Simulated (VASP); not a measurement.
Runs of VASP 6.6.1 on TaN. The structure is that of space group P-6m2 (No. 187), or close to it. The cells are those of the table. 

| level | cell | share of exact exchange | screening parameter | gap on the mesh (eV) | pressure (GPa) |
| --- | --- | --- | --- | --- | --- |
| HSE06 | a = 2.938, b = 2.938, c = 2.883 Å, angles 90.0, 90.0, 120.0°, 2 atoms | 0.25 | 0.2079 1/Å | none | (a) |
| PBE-based screened hybrid with 20 % exact exchange | a = 2.938, b = 2.938, c = 2.883 Å, angles 90.0, 90.0, 120.0°, 2 atoms | 0.2 | 0.2 1/Å | none | -2.5 |
| PBE-based screened hybrid with 25 % exact exchange | a = 2.931, b = 2.931, c = 2.873 Å, angles 90.0, 90.0, 120.0°, 2 atoms | 0.25 | 0.3 1/Å | none | -0.6 |
| PBE-based screened hybrid with 10 % exact exchange | a = 2.938, b = 2.938, c = 2.883 Å, angles 90.0, 90.0, 120.0°, 2 atoms | 0.1 | 0.2 1/Å | none | 1.4 |

Alike in all rows: task single point; no spin polarisation; cutoff (eV) 520; smearing fermi-dirac 0.05 eV.

**Question.** Estimate the missing entries.

**Answer.** (a) -4.3.

Caveats: all runs use coarse meshes; the PAW data sets were made with another functional, which shifts forces and pressure a little; spin-orbit coupling is left out, which moves the levels of the heavy elements.

A k mesh can miss the band edges, and the runs leave out spin-orbit coupling on Ta.

A gap of «none» marks levels without a gap at the run's occupations.
